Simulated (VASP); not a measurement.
Write the native input for VASP 6.6.1 that does the following.

- Task: single point
- Functional: LDA
- Potentials or basis: VASP PAW LDA potentials, release 64 (C_h)
- Cutoff: 1300 eV
- k mesh: 12 × 12 × 4
- Occupations: gaussian, width 0.05 eV
- Spin: no spin polarisation
- Dipole correction: no
- Further INCAR settings: ALGO = Normal; EDIFF = 1e-06; NBANDS = 26

The structure of C lies in POSCAR:

```
C
1.0
    2.4314921993      0.0000000000      0.0000000000
   -1.2157460996      2.1057340137      0.0000000000
    0.0000000000      0.0000000000      8.5978723127
C
8
Direct
    0.0000000000      0.0000000000      0.0914756587
    0.0000000000      0.0000000000      0.5914756587
    0.0000000000      0.0000000000      0.4085243413
    0.0000000000      0.0000000000      0.9085243413
    0.3333333333      0.6666666667      0.1566801912
    0.6666666667      0.3333333333      0.6566801912
    0.3333333333      0.6666666667      0.3433198088
    0.6666666667      0.3333333333      0.8433198088
```

This cell differs from its parent crystal: atoms displaced along a vibrational mode, the cell strained.

One way to write it, as run:

INCAR

```
ALGO     = Normal         # electronic algorithm
EDIFF    = 1E-6           # SCF threshold, eV
ENCUT    = 1300           # plane-wave cutoff, eV
GGA      = CA             # functional
GGA_COMPAT= False        
ISIF     = 2              # what is computed and relaxed
ISMEAR   = 0              # smearing method
LASPH    = True           # aspherical terms in the spheres
LCHARG   = True           # write CHGCAR
LELF     = True           # ELF
LREAL    = False          # projectors in reciprocal space
LVHAR    = True         
LWAVE    = False          # write WAVECAR
NBANDS   = 26             # bands
NELM     = 120            # most SCF steps
PREC     = Accurate       # precision mode
SIGMA    = 0.05           # smearing width, eV
```

KPOINTS

```
k-points
0
Gamma
  12 12 4
```

Potentials or basis: VASP PAW LDA potentials, release 64 (C_h).

Launch:

```console
$ cat potpaw_LDA.64/C_h/POTCAR > POTCAR
$ mpirun -np 1 vasp_std > vasp.out
```

Results of the run:

The pressure is 3.1 GPa, the largest force is 0.838 eV/Å and the band gap on the k mesh is 3.79 eV.

Caveat: the cell differs from its parent crystal (atoms displaced along a vibrational mode, the cell strained); the stress differs along the axes, from -54 to 32 GPa.

Run time: 2.4 min on 1 thread of Intel(R) Xeon(R) Platinum 8488C (Sapphire Rapids) (shared host), peak memory 0.34 GiB.
